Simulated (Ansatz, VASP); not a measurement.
## Fe: VASP beside Ansatz

```
Fe
1.0
     0.00000    1.70307    1.70307
     1.70307    0.00000    1.70307
     1.70307    1.70307    0.00000
Fe
1
Direct
  0.00000 0.00000 0.00000
```

Alike in both runs: functional PBEsol; k mesh 20 × 20 × 20; occupations gaussian, width 0.1 eV; collinear spin.

Ansatz relaxed the structure, and its values are those at the end. VASP's run is a single point on that final structure, the one shown.

|  | VASP | Ansatz |
| --- | --- | --- |
| version | VASP 6.6.1 | Ansatz 0.2.0 |
| potentials or method | VASP PAW PBE potentials, release 64 (Fe), cutoff 520 eV | scalar-relativistic, plane waves, PAW |
| valence electrons in the cell | 8 | 16 |

```csv
,VASP,Ansatz,Ansatz less VASP
gap on the k mesh at the Fermi level (eV),none,none,-
pressure (GPa),0.0,0.0,+0.05
net moment per atom (μB),0.25,0.20,-0.045
size of the moment on the site where the two differ most (μB),0.24,0.20,-0.039
```

VASP's potentials were made for PBE, not for PBEsol. Site moments also hang on the region over which each program counts them. A gap of «none» marks a metal or a gap that the smearing closes. VASP's potentials hold 8 valence electrons a cell and Ansatz's 16, so a difference there can come from the potentials and not from the codes.
